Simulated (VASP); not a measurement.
Wanted: the native input for a VASP 6.6.1 run.

| Item | Value |
| --- | --- |
| Task | single point |
| Functional | PBE |
| Potentials or basis | VASP PAW PBE potentials, release 64 (K_sv) |
| Cutoff | 520 eV |
| k mesh | 7 × 7 × 7 |
| Occupations | fermi-dirac, width 0.05 eV |
| Spin | no spin polarisation |
| Dipole correction | no |
| Further INCAR settings | ALGO = Normal; EDIFF = 1e-06; NBANDS = 10 |

The structure of K lies in POSCAR:

```
K
1.0
    0.0000000000      3.3918728180      3.3918728180
    3.3918728180      0.0000000000      3.3918728180
    3.3918728180      3.3918728180      0.0000000000
K
1
Direct
    0.0000000000      0.0000000000      0.0000000000
```

One way to write it, as run:

INCAR

```
PREC = Accurate
ENCUT = 520
EDIFF = 1E-6
ISMEAR = -1
SIGMA = 0.05
LREAL = False
LASPH = True
NELM = 100
ALGO = Normal
ISIF = 2
LWAVE = False
LCHARG = False
GGA = PE
NBANDS = 10
```

KPOINTS

```
Automatic mesh
0
Gamma
  7 7 7
```

Potentials or basis: VASP PAW PBE potentials, release 64 (K_sv).

Command:

```sh
$ cat potpaw_PBE.64/K_sv/POTCAR > POTCAR
$ mpirun -np 1 vasp_std > vasp.out
```

It gave:

| Property | Result |
| --- | --- |
| Pressure | -0.2 GPa |

Run time: 10 s on 1 thread of Intel(R) Xeon(R) Platinum 8488C (Sapphire Rapids), with other jobs on the host, peak memory 0.19 GiB.
